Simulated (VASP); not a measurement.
# Cu (P6_3/mmc) in VASP: a series of runs

The runs below take Cu through single point, with r2SCAN.

Program: VASP 6.6.1. These are calculated values, not measurements. Logs are shortened: lines on timing, memory, paths and dates and some standing lists are left out, and cuts for length are marked.

**1. The cell of the first run**

The structure is hexagonal, space group P6_3/mmc (No. 194). The conventional cell has a = 2.433 Å, b = 2.433 Å, c = 3.948 Å, α = 90.00°, β = 90.00°, γ = 120.00°. Cu (site symmetry -6m2) has 12 Cu at 2.42 to 2.43 Å within 3.2 Å.

**2. Single point, r2SCAN (strain -0.040 along x and y, -0.040 along z)**

Input file POSCAR:

```
Cu
1.0
    2.4327328030      0.0000000000      0.0000000000
   -1.2163664015      2.1068084080      0.0000000000
    0.0000000000      0.0000000000      3.9480681600
Cu
2
Direct
    0.3333333333      0.6666666667      0.2500000000
    0.6666666667      0.3333333333      0.7500000000
```

Input file INCAR.step1:

```
  PREC = Accurate
  ENCUT = 520
  ISMEAR = 0
  SIGMA = 0.15
  LREAL = F
  LASPH = T
  NELM = 60
  NBANDS = 18
  GGA = PE
  ALGO = Normal
  EDIFF = 1E-4
  LWAVE = T
  LCHARG = F
```

Input file INCAR.step2:

```
  PREC = Accurate
  ENCUT = 520
  EDIFF = 1E-7
  ISMEAR = 0
  SIGMA = 0.15
  LREAL = F
  LASPH = T
  NELM = 60
  ALGO = Normal
  ISIF = 2
  LWAVE = F
  LCHARG = T
  METAGGA = R2SCAN
  LMIXTAU = T
  LELF = T
  LVHAR = T
  NBANDS = 18
  ISTART = 1
```

Input file KPOINTS:

```
Automatic mesh
0
Gamma
  24 24 12
```

Potentials or basis: VASP PAW PBE potentials, release 64 (Cu).

On the command line:

```sh
$ cat potpaw_PBE.64/Cu/POTCAR > POTCAR
$ cp INCAR.step1 INCAR
$ mpirun -np 1 vasp_std > vasp.out
$ cp INCAR.step2 INCAR
$ mpirun -np 1 vasp_std > vasp.out
```

OUTCAR:

```text
PREC = Accurate
   ENCUT = 520
   EDIFF = 1E-7
   ISMEAR = 0
   LREAL = F
   LASPH = T
   NELM = 60
   ISIF = 2
   METAGGA = R2SCAN
   ISTART = 1

 ion  position               nearest neighbor table
   1  0.333  0.667  0.250-   2 2.42   2 2.42   2 2.42   2 2.42   2 2.42   2 2.42
   2  0.667  0.333  0.750-   1 2.42   1 2.42   1 2.42   1 2.42   1 2.42   1 2.42

  LATTYP: Found a hexagonal cell.
 ALAT       =     2.4327328030
 C/A-ratio  =     1.6228942838

  Lattice vectors:

 A1 = (   2.4327328030,   0.0000000000,   0.0000000000)
 A2 = (  -1.2163664015,   2.1068084080,   0.0000000000)
 A3 = (   0.0000000000,   0.0000000000,   3.9480681600)

Analysis of symmetry for initial positions (statically):
=====================================================================
 Subroutine PRICEL returns:
 Original cell was already a primitive cell.

 Routine SETGRP: Setting up the symmetry group for a
 hexagonal supercell.

 Subroutine GETGRP returns: Found 24 space group operations
 (whereof 12 operations were pure point group operations)
 out of a pool of 24 trial point group operations.

The static configuration has the point symmetry D_3d.
 The point group associated with its full space group is D_6h.

Analysis of symmetry for dynamics (positions and initial velocities):
=====================================================================
 Subroutine PRICEL returns:
 Original cell was already a primitive cell.

 Routine SETGRP: Setting up the symmetry group for a
 hexagonal supercell.

 Subroutine GETGRP returns: Found 24 space group operations
 (whereof 12 operations were pure point group operations)
 out of a pool of 24 trial point group operations.

The dynamic configuration has the point symmetry D_3d.
 The point group associated with its full space group is D_6h.

 Subroutine INISYM returns: Found 24 space group operations
 (whereof 12 operations are pure point group operations),
 and found     1 'primitive' translations

----------------------------------------------------------------------------------------

                                     Primitive cell

  volume of cell :      20.2350

  direct lattice vectors                    reciprocal lattice vectors
     2.432732803  0.000000000  0.000000000     0.411060351  0.237325804  0.000000000
    -1.216366401  2.106808408  0.000000000     0.000000000  0.474651609  0.000000000
     0.000000000  0.000000000  3.948068160     0.000000000  0.000000000  0.253288434

  length of vectors
     2.432732803  2.432732803  3.948068160     0.474651609  0.474651609  0.253288434

  position of ions in fractional coordinates (direct lattice)
     0.333333333  0.666666667  0.250000000
     0.666666667  0.333333333  0.750000000

  ion indices of the primitive-cell ions
   primitive index   ion index
                 1           1
                 2           2

----------------------------------------------------------------------------------------

 KPOINTS: Automatic mesh

Automatic generation of k-mesh.
 Grid dimensions read from file:
 generate k-points for:   24   24   12

 Generating k-lattice:

  Cartesian coordinates                     Fractional coordinates (reciprocal lattice)
     0.017127515  0.009888575  0.000000000     0.041666667 -0.000000000  0.000000000
     0.000000000  0.019777150  0.000000000     0.000000000  0.041666667  0.000000000
     0.000000000  0.000000000  0.021107369     0.000000000  0.000000000  0.083333333

  Length of vectors
     0.019777150  0.019777150  0.021107369

  Shift w.r.t. Gamma in fractional coordinates (k-lattice)
     0.000000000  0.000000000  0.000000000

 Subroutine IBZKPT returns following result:
 ===========================================

 Found    427 irreducible k-points:

 Following reciprocal coordinates:
            Coordinates               Weight
  0.000000  0.000000  0.000000      1.000000
  0.041667  0.000000  0.000000      6.000000
  0.083333  0.000000  0.000000      6.000000
  0.125000  0.000000  0.000000      6.000000
  0.166667  0.000000  0.000000      6.000000
  0.208333  0.000000  0.000000      6.000000
[... 16 lines left out ...]
  0.416667  0.041667  0.000000     12.000000
  0.458333  0.041667  0.000000     12.000000
 [... further k-points ...]
   k-points           NKPTS =    427   k-points in BZ     NKDIM =    427   number of bands    NBANDS=     18
   number of dos      NEDOS =    301   number of ions     NIONS =      2
   total plane-waves  NPLWV =   9720
   dimension x,y,z NGX =    18 NGY =   18 NGZ =   30
   dimension x,y,z NGXF=    36 NGYF=   36 NGZF=   60
   ions per type =               2
   NGX,Y,Z   is equivalent  to a cutoff of  12.30, 12.30, 12.63 a.u.
   NGXF,Y,Z  is equivalent  to a cutoff of  24.60, 24.60, 25.26 a.u.
 SYSTEM =  unknown system
   PREC   = accura    normal or accurate (medium, high low for compatibility)
   ISTART =      1    job   : 0-new  1-cont  2-samecut
   ICHARG =      0    charge: 1-file 2-atom 10-const
   ISPIN  =      1    spin polarized calculation?
   LNONCOLLINEAR =      F non collinear calculations
   LSORBIT =      F    spin-orbit coupling
   LASPH  =      T    aspherical Exc in radial PAW
   ENCUT  =  520.0 eV  38.22 Ry    6.18 a.u.   4.52  4.52  7.34*2*pi/ulx,y,z
   NELM   =     60;   NELMIN=  2; NELMDL=  0     # of ELM steps
   EDIFF  = 0.1E-06   stopping-criterion for ELM
   LREAL  =      F    real-space projection
   EDIFFG = 0.1E-05   stopping-criterion for IOM
   NSW    =      0    number of steps for IOM
   IBRION =     -1    ionic relax: 0-MD 1-quasi-New 2-CG
   NFREE  =      0    steps in history (QN), initial steepest desc. (CG)
   ISIF   =      2    stress and relaxation
   ISYM   =      2    0-nonsym 1-usesym 2-fastsym
   POTIM  = 0.5000    time-step for ionic-motion
   TEBEG  =    0.0;   TEEND  =   0.0 temperature during run
   PSTRESS=    0.0 pullay stress
   NELECT =      22.0000    total number of electrons
   NUPDOWN=      -1.0000    fix difference up-down
   EMIN   =  10.00;   EMAX   =-10.00  energy-range for DOS
   EFERMI =   0.00;   METHOD = LEGACY
   ISMEAR =     0;   SIGMA  =   0.15  broadening in eV -4-tet -1-fermi 0-gaus
   EFERMI_NEDOS =   21; number of points for ismear=-14 and -15
   IALGO  =     38    algorithm
   IMIX   =      4    mixing-type and parameters
     AMIX     =   0.40;   BMIX     =  1.00
     AMIX_MAG =   1.60;   BMIX_MAG =  1.00
  volume/ion in A,a.u.               =      10.12        68.28
  Fermi-wavevector in a.u.,A,eV,Ry     =   1.683376  3.181119 38.555555  2.833753
  Thomas-Fermi vector in A             =   2.766587
   LORBIT       =      0    0 simple, 1 ext, 2 COOP (PROOUT), +10 PAW based schemes
   METAGGA = R2SCAN    functional components
   LHFCALC =     F    Hartree Fock is set to
   AEXX    =    0.0000 exact exchange contribution
   IVDW    =     0    specifies the selected vdW correction
   LEPSILON=     F    determine dielectric tensor
   LRPA    =     F    only Hartree local field effects (RPA)
 non-spin polarized calculation
 Gauss-broadening in eV      SIGMA  =   0.15
  energy-cutoff  :      520.00
  volume of cell :       20.24
 maximum number of plane-waves:       565
   NGX =  9   NGY =  9   NGZ = 15

 number of electron      22.0000032 magnetization

 Free energy of the ion-electron system (eV)
  ---------------------------------------------------
  ext. energy  EPLUGINS =         0.00000000
  ---------------------------------------------------
  free energy    TOTEN  =       -21.42108978 eV

  energy without entropy =      -21.41558629  energy(sigma->0) =      -21.41833803

 E-fermi :   9.4539     XC(G=0): -14.8174

 val. band max:        9.4498268928   @ k =   0.3750   0.1250   0.3333
 cond. band min:       9.4653342741   @ k =   0.4167   0.0417   0.5000
 fundamental gap:      0.0155073814
 Fermi energy:         9.4539096965

 k-point     1 :       0.0000    0.0000    0.0000
  band No.  band energies     occupation
      1      -1.4923      2.00000
      2       3.2521      2.00000
      3       5.8089      2.00000
      4       5.8473      2.00000
      5       5.8475      2.00000
      6       6.1261      2.00000
[... 10 lines left out ...]
     17      36.0071      0.00000
     18      36.1553      0.00000

 k-point     2 :       0.0417    0.0000    0.0000
  band No.  band energies     occupation
      1      -1.4271      2.00000
      2       3.2904      2.00000
      3       5.7329      2.00000
      4       5.8735      2.00000
      5       5.9157      2.00000
      6       6.1126      2.00000
[... 10 lines left out ...]
     17      36.3040      0.00000
     18      36.4758      0.00000

 k-point     3 :       0.0833    0.0000    0.0000
  band No.  band energies     occupation
      1      -1.2328      2.00000
      2       3.4011      2.00000
      3       5.6250      2.00000
      4       5.9508      2.00000
      5       5.9953      2.00000
      6       6.0822      2.00000
[... 10 lines left out ...]
     17      36.4617      0.00000
     18      36.8778      0.00000

 k-point     4 :       0.1250    0.0000    0.0000
  band No.  band energies     occupation
      1      -0.9131      2.00000
      2       3.5710      2.00000
      3       5.5003      2.00000
      4       5.9489      2.00000
      5       5.9866      2.00000
      6       6.0757      2.00000
[... 375 lines left out ...]
      4       5.3475      2.00000
      5       5.7583      2.00000
      6       5.9440      2.00000
[... 10 lines left out ...]
     17      25.3291      0.00000
     18      32.3108      0.00000

 k-point    23 :       0.4167    0.0417    0.0000
  band No.  band energies     occupation
      1       3.3786      2.00000
      2       3.8865      2.00000
      3       4.1044      2.00000
      4       5.5088      2.00000
      5       5.7254      2.00000
      6       5.8929      2.00000
[... 10 lines left out ...]
     17      24.3594      0.00000
     18      32.1503      0.00000

 k-point    24 :       0.4583    0.0417    0.0000
  band No.  band energies     occupation
      1       3.5762      2.00000
      2       3.8121      2.00000
      3       4.0607      2.00000
      4       5.6261      2.00000
      5       5.7094      2.00000
      6       5.8656      2.00000
[... 10 lines left out ...]
     17      24.0424      0.00000
     18      32.0746      0.00000

 [... further k-points ...]
[... 5 lines left out ...]
  --------------------------------------------------------------------------------------
  -------------------------------------------------------------------------------------
  Total        3.4358287      3.4358287      3.8055469     -0.0000000      0.0000000      0.0000000
  in kB      272.0432702    272.0432702    301.3169518     -0.0000000      0.0000000      0.0000000
  external PRESSURE =     281.8011641 kB  Pullay stress =       0.0000000 kB

 VOLUME and BASIS-vectors are now :
 -----------------------------------------------------------------------------
  energy-cutoff  :      520.00
  volume of cell :       20.24
      direct lattice vectors                 reciprocal lattice vectors
     2.432732803  0.000000000  0.000000000     0.411060351  0.237325804  0.000000000
    -1.216366401  2.106808408  0.000000000     0.000000000  0.474651609  0.000000000
     0.000000000  0.000000000  3.948068160     0.000000000  0.000000000  0.253288434

 POSITION                                       TOTAL-FORCE (eV/Angst)
 -----------------------------------------------------------------------------------
     -0.00000      1.40454      0.98702         0.000000      0.000000      0.000000
      1.21637      0.70227      2.96105        -0.000000     -0.000000      0.000000
 -----------------------------------------------------------------------------------
    total drift:                               -0.000000      0.000000     -0.000000

  FREE ENERGIE OF THE ION-ELECTRON SYSTEM (eV)
  ---------------------------------------------------
  free  energy   TOTEN  =       -21.4210897764 eV

  energy  without entropy=      -21.4155862901  energy(sigma->0) =      -21.41833803
```

It took 8.1 min on 1 thread of Intel Xeon Platinum 8259CL at 2.50GHz (Skylake/Cascade Lake), shared host; peak memory 0.24 GiB.

Results:

```yaml
Free_energy: -21.4211 eV
Pressure: 28.2 GPa
Band_gap_on_the_k_mesh: zero (band 11 reaches 14.07 eV, above the bottom of band 12 at 7.16 eV)
```

Levels at points of the mesh, in eV from the Fermi level:
| k point | band 8 | band 9 | band 10 | band 11 | band 12 | band 13 | band 14 | band 15 |
| --- | --- | --- | --- | --- | --- | --- | --- | --- |
| (0.00, 0.00, 0.00) | -2.99 | -2.99 | -2.02 | -2.02 | -1.45 | 4.95 | 23.34 | 25.19 |
| (0.50, 0.00, 0.00) | -1.90 | -1.83 | -1.77 | -0.03 | 1.98 | 8.95 | 9.67 | 12.09 |
| (0.00, 0.00, 0.50) | -3.66 | -2.30 | -2.30 | -2.30 | -2.30 | 14.58 | 14.58 | 24.16 |
| (0.50, 0.00, 0.50) | -2.26 | -1.82 | -1.82 | 0.36 | 0.36 | 6.02 | 6.02 | 18.57 |

Caveat: the cell differs from its parent crystal (strain -0.040 along x and y, -0.040 along z); the PAW data sets were made with another functional, which shifts forces and pressure a little.

[end of part 1 of 3]
